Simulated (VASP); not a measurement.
# As in VASP: notebook, part 2 of 2

VASP 6.6.1.

**3. Single point, PBE**

This run uses another cell than the first one, of 27.12 Å³/atom, 1.019 times its volume.

File INCAR:

```
ALGO     = Normal         # electronic algorithm
EDIFF    = 1E-7           # SCF threshold, eV
ENCUT    = 520            # plane-wave cutoff, eV
GGA      = PE             # functional
ISIF     = 2              # what is computed and relaxed
ISMEAR   = -1             # smearing method
LASPH    = True           # aspherical terms in the spheres
LCHARG   = True           # write CHGCAR
LELF     = True           # ELF
LREAL    = False          # projectors in reciprocal space
LVHAR    = True         
LWAVE    = False          # write WAVECAR
NBANDS   = 12             # bands
NELM     = 100            # most SCF steps
PREC     = Accurate       # precision mode
SIGMA    = 0.05           # smearing width, eV
```

File KPOINTS:

```
k-points
0
Gamma
  7 7 9
```

File POSCAR:

```
As
1.0
    4.6559599923      0.0000000000      0.0000000000
   -2.3279799962      4.0321812598      0.0000000000
    0.0000000000      0.0000000000      2.8893176394
As
2
Direct
    0.3333300000      0.6666700000      0.0000000000
    0.6666700000      0.3333300000      0.0000000000
```

Potentials or basis: VASP PAW PBE potentials, release 64 (As).

The run is started by

```console
> cat potpaw_PBE.64/As/POTCAR > POTCAR
> mpirun -np 1 vasp_std > vasp.out
```

OUTCAR:

```text
EDIFF = 1E-7
   ENCUT = 520
   GGA = PE
   ISIF = 2
   ISMEAR = -1
   LASPH = True
   LREAL = False
   NELM = 100
   PREC = Accurate

 ion  position               nearest neighbor table
   1  0.333  0.667  0.000-   2 2.69   2 2.69   2 2.69
   2  0.667  0.333  0.000-   1 2.69   1 2.69   1 2.69

  LATTYP: Found a hexagonal cell.
 ALAT       =     4.6559599923
 C/A-ratio  =     0.6205632446

  Lattice vectors:

 A1 = (   4.6559599923,   0.0000000000,   0.0000000000)
 A2 = (  -2.3279799962,   4.0321812598,   0.0000000000)
 A3 = (   0.0000000000,   0.0000000000,   2.8893176394)

Analysis of symmetry for initial positions (statically):
=====================================================================
 Subroutine PRICEL returns:
 Original cell was already a primitive cell.

 Routine SETGRP: Setting up the symmetry group for a
 hexagonal supercell.

 Subroutine GETGRP returns: Found  8 space group operations
 (whereof  8 operations were pure point group operations)
 out of a pool of 24 trial point group operations.

The static configuration has the point symmetry D_2h.

Analysis of symmetry for dynamics (positions and initial velocities):
=====================================================================
 Subroutine PRICEL returns:
 Original cell was already a primitive cell.

 Routine SETGRP: Setting up the symmetry group for a
 hexagonal supercell.

 Subroutine GETGRP returns: Found  8 space group operations
 (whereof  8 operations were pure point group operations)
 out of a pool of 24 trial point group operations.

The dynamic configuration has the point symmetry D_2h.

 Subroutine INISYM returns: Found  8 space group operations
 (whereof  8 operations are pure point group operations),
 and found     1 'primitive' translations

----------------------------------------------------------------------------------------

[... 113 lines left out ...]
  volume/ion in A,a.u.               =      27.12       183.03
  Fermi-wavevector in a.u.,A,eV,Ry     =   0.931737  1.760727 11.811676  0.868134
  Thomas-Fermi vector in A             =   2.058261
   LORBIT       =      0    0 simple, 1 ext, 2 COOP (PROOUT), +10 PAW based schemes
   GGA     = PE    functional components
   LHFCALC =     F    Hartree Fock is set to
   AEXX    =    0.0000 exact exchange contribution
   IVDW    =     0    specifies the selected vdW correction
   LEPSILON=     F    determine dielectric tensor
   LRPA    =     F    only Hartree local field effects (RPA)
 non-spin polarized calculation
  energy-cutoff  :      520.00
  volume of cell :       54.24
 maximum number of plane-waves:      1473
   NGX = 17   NGY = 17   NGZ = 11

 number of electron      10.0000001 magnetization

 Free energy of the ion-electron system (eV)
  ---------------------------------------------------
  ext. energy  EPLUGINS =         0.00000000
  ---------------------------------------------------
  free energy    TOTEN  =        -8.90830274 eV

  energy without entropy =       -8.90443068  energy(sigma->0) =       -8.90636671

 E-fermi :   3.2048     XC(G=0):  -8.7643

 val. band max:        3.0689924311   @ k =  -0.1429   0.4286   0.4444
 cond. band min:       3.2651681584   @ k =   0.4286   0.4286   0.4444
 fundamental gap:      0.1961757273
 Fermi energy:         3.2048395933

 k-point     1 :       0.0000    0.0000    0.0000
  band No.  band energies     occupation
      1     -10.4266      2.00000
      2      -5.2937      2.00000
      3      -0.6354      2.00000
      4      -0.6350      2.00000
      5       3.5146      0.00407
      6       3.5151      0.00403
      7       6.3756      0.00000
      8       8.0364      0.00000
      9       9.9234      0.00000
     10      11.5885      0.00000
     11      16.9539      0.00000
     12      16.9541      0.00000
[... 331 lines left out ...]
 k-point    24 :       0.1429    0.1429    0.1111
  band No.  band energies     occupation
      1      -9.8419      2.00000
      2      -6.3268      2.00000
      3      -1.0709      2.00000
      4       0.6048      2.00000
      5       3.6208      0.00049
      6       4.9226      0.00000
      7       5.2028      0.00000
      8       7.8087      0.00000
      9      10.1265      0.00000
     10      12.8794      0.00000
     11      14.3491      0.00000
     12      15.0993      0.00000

 [... further k-points ...]
[... 5 lines left out ...]
  --------------------------------------------------------------------------------------
  -------------------------------------------------------------------------------------
  Total       -1.3519543     -1.3517940     -0.3649083      0.0001397      0.0000000      0.0000000
  in kB      -39.9326387    -39.9279047    -10.7782872      0.0041277      0.0000000      0.0000000
  external PRESSURE =     -30.2129435 kB  Pullay stress =       0.0000000 kB

 VOLUME and BASIS-vectors are now :
 -----------------------------------------------------------------------------
  energy-cutoff  :      520.00
  volume of cell :       54.24
      direct lattice vectors                 reciprocal lattice vectors
     4.655959992  0.000000000  0.000000000     0.214778478  0.124002362  0.000000000
    -2.327979996  4.032181260  0.000000000     0.000000000  0.248004724  0.000000000
     0.000000000  0.000000000  2.889317639     0.000000000  0.000000000  0.346102480

 POSITION                                       TOTAL-FORCE (eV/Angst)
 -----------------------------------------------------------------------------------
     -0.00002      2.68813      0.00000         0.000220     -0.000127      0.000000
      2.32800      1.34405      0.00000        -0.000220      0.000127     -0.000000
 -----------------------------------------------------------------------------------
    total drift:                                0.000000      0.000000      0.000000

  FREE ENERGIE OF THE ION-ELECTRON SYSTEM (eV)
  ---------------------------------------------------
  free  energy   TOTEN  =        -8.9083027380 eV

  energy  without entropy=       -8.9044306790  energy(sigma->0) =       -8.90636671
```

OSZICAR:

```text
N       E                     dE             d eps       ncg     rms          rms(c)
DAV:   1     0.302021185507E+02    0.30202E+02   -0.38953E+03  1920   0.667E+02
DAV:   2    -0.693554620994E+01   -0.37138E+02   -0.35286E+02  2608   0.107E+02
DAV:   3    -0.891761147806E+01   -0.19821E+01   -0.19574E+01  2396   0.254E+01
DAV:   4    -0.893226626562E+01   -0.14655E-01   -0.14653E-01  2212   0.252E+00
DAV:   5    -0.893233615703E+01   -0.69891E-04   -0.69891E-04  2392   0.187E-01    0.267E+00
DAV:   6    -0.891663044916E+01    0.15706E-01   -0.63835E-03  2180   0.446E-01    0.160E+00
DAV:   7    -0.890730603259E+01    0.93244E-02   -0.16360E-02  2152   0.717E-01    0.100E-01
DAV:   8    -0.890820370167E+01   -0.89767E-03   -0.12298E-03  2060   0.172E-01    0.160E-02
DAV:   9    -0.890828721696E+01   -0.83515E-04   -0.79623E-05  2296   0.446E-02    0.862E-03
DAV:  10    -0.890830156375E+01   -0.14347E-04   -0.15379E-05  2092   0.197E-02    0.157E-03
DAV:  11    -0.890830257812E+01   -0.10144E-05   -0.97390E-07  2264   0.514E-03    0.890E-04
DAV:  12    -0.890830276626E+01   -0.18814E-06   -0.11333E-07  2148   0.182E-03    0.176E-04
DAV:  13    -0.890830273797E+01    0.28291E-07   -0.12372E-09  1464   0.213E-04
   1 F= -.89083027E+01 E0= -.89063667E+01  d E =-.387206E-02
```

It took 20 s on 1 thread of Intel Xeon Platinum 8488C (Sapphire Rapids), shared host; peak memory 0.19 GiB.

What came out:

* Free energy: -8.9083 eV
* Pressure: -3.0 GPa
* Band gap on the k mesh: zero (band 5 reaches 5.19 eV, above the bottom of band 6 at 1.83 eV)

Stress tensor (GPa, compression positive):
```
-3.99  0.00  0.00
 0.00 -3.99  0.00
 0.00  0.00 -1.08
```

**4. Single point, PBE (atoms moved at random)**

File INCAR:

```
ALGO     = Normal         # electronic algorithm
EDIFF    = 1E-6           # SCF threshold, eV
ENCUT    = 520            # plane-wave cutoff, eV
GGA      = PE             # functional
ISIF     = 2              # what is computed and relaxed
ISMEAR   = -1             # smearing method
LASPH    = T              # aspherical terms in the spheres
LCHARG   = T              # write CHGCAR
LELF     = T              # ELF
LREAL    = F              # projectors in reciprocal space
LVHAR    = T            
LWAVE    = F              # write WAVECAR
NBANDS   = 12             # bands
NELM     = 100            # most SCF steps
PREC     = Accurate       # precision mode
SIGMA    = 0.05           # smearing width, eV
```

KPOINTS is that of step 3.

File POSCAR:

```
As
1.0
    4.5664000000      0.0000000000      0.0000000000
   -2.2832000000      3.9546200000      0.0000000000
    0.0000000000      0.0000000000      2.8337400000
As
2
Direct
    0.3367040000      0.6721190000      0.0111030000
    0.6722130000      0.3384260000      0.0180990000
```

The run is started by

```console
> cat potpaw_PBE.64/As/POTCAR > POTCAR
> mpirun -np 1 vasp_std > vasp.out
```

Wall time 42 s (1 thread of Intel Xeon Platinum 8488C (Sapphire Rapids), shared host); peak memory 0.26 GiB.

Results (log left out):

* Free energy: -8.9380 eV
* Pressure: 0.0 GPa
* Largest force: 0.051 eV/Å
* Band gap on the k mesh: zero (band 5 reaches 5.84 eV, above the bottom of band 6 at 2.31 eV)

Forces in eV/Å, atoms in the order of the input:
```
As   0.045 -0.007  0.022
As  -0.045  0.007 -0.022
```

Stress tensor (GPa, compression positive):
```
-0.96  0.13  0.00
 0.13 -0.92  0.00
 0.00  0.00  1.83
```

Levels at points of the mesh, in eV from the Fermi level:
```tsv
k point	band 2	band 3	band 4	band 5	band 6	band 7	band 8	band 9
(0.00, 0.00, 0.00)	-8.52	-4.20	-4.12	0.09	0.18	3.31	4.71	7.20
```

Caveat: the cell differs from its parent crystal (atoms moved at random).

**5. Single point, PBE**

This run uses another cell than the first one, of 25.59 Å³/atom, 0.962 times its volume.

File INCAR:

```
SYSTEM = As
PREC     = Accurate       ! precision mode
ENCUT    = 520            ! plane-wave cutoff, eV
EDIFF    = 1E-6           ! SCF threshold, eV
ISMEAR   = -1             ! smearing method
SIGMA    = 0.05           ! smearing width, eV
LREAL    = .False.        ! projectors in reciprocal space
LASPH    = .True.         ! aspherical terms in the spheres
NELM     = 100            ! most SCF steps
ALGO     = Normal         ! electronic algorithm
ISIF     = 2              ! what is computed and relaxed
LWAVE    = .False.        ! write WAVECAR
LCHARG   = .True.         ! write CHGCAR
GGA      = PE             ! functional
LELF     = .True.         ! ELF
LVHAR    = .True.       
NBANDS   = 12             ! bands
```

File KPOINTS:

```
regular mesh
0
Gamma
  7 7 9
  0 0 0
```

File POSCAR:

```
As
1.0
    4.5664000000      0.0000000000      0.0000000000
   -2.2832000000      3.9546200000      0.0000000000
    0.0000000000      0.0000000000      2.8337400000
As
2
Direct
    0.3333300000      0.6666700000      0.0000000000
    0.6666700000      0.3333300000      0.0000000000
```

The run is started by

```console
> cat potpaw_PBE.64/As/POTCAR > POTCAR
> mpirun -np 1 vasp_std > vasp.out
```

Wall time 21 s (1 thread of Intel Xeon Platinum 8559C (Emerald Rapids), shared host); peak memory 0.19 GiB.

It converged, with:

* Free energy: -8.9384 eV
* Pressure: 0.0 GPa
* Band gap on the k mesh: zero (band 5 reaches 5.83 eV, above the bottom of band 6 at 2.32 eV)

Stress tensor (GPa, compression positive):
```
-0.94  0.00  0.00
 0.00 -0.94  0.00
 0.00  0.00  1.85
```

Levels at points of the mesh, in eV from the Fermi level:
```tsv
k point	band 1	band 2	band 3	band 4	band 5	band 6	band 7	band 8	band 9	band 10
(0.00, 0.00, 0.00)	-14.12	-8.52	-4.16	-4.16	0.14	0.14	3.31	4.71	7.20	8.46
```

**6. Summary**

```tsv
cell	gap on the mesh (eV)	pressure (GPa)
a = 4.626, b = 4.626, c = 2.871 Å, angles 90.0, 90.0, 120.0°, 2 atoms	none	-2.1
a = 4.656, b = 4.656, c = 2.889 Å, angles 90.0, 90.0, 120.0°, 2 atoms	none	-3.0
a = 4.566, b = 4.566, c = 2.834 Å, angles 90.0, 90.0, 120.0°, 2 atoms	none	0.0
```

Some of these runs hold the atoms at other places in the same cell, which the table doesn't show; runs alike in all that it shows share one row.

Alike in all rows: task single point; level PBE; potentials or basis VASP PAW PBE potentials, release 64 (As); no spin polarisation; k mesh 7 × 7 × 9; cutoff (eV) 520; smearing fermi-dirac 0.05 eV.

Absolute energies hang on the potentials; compare differences alone.
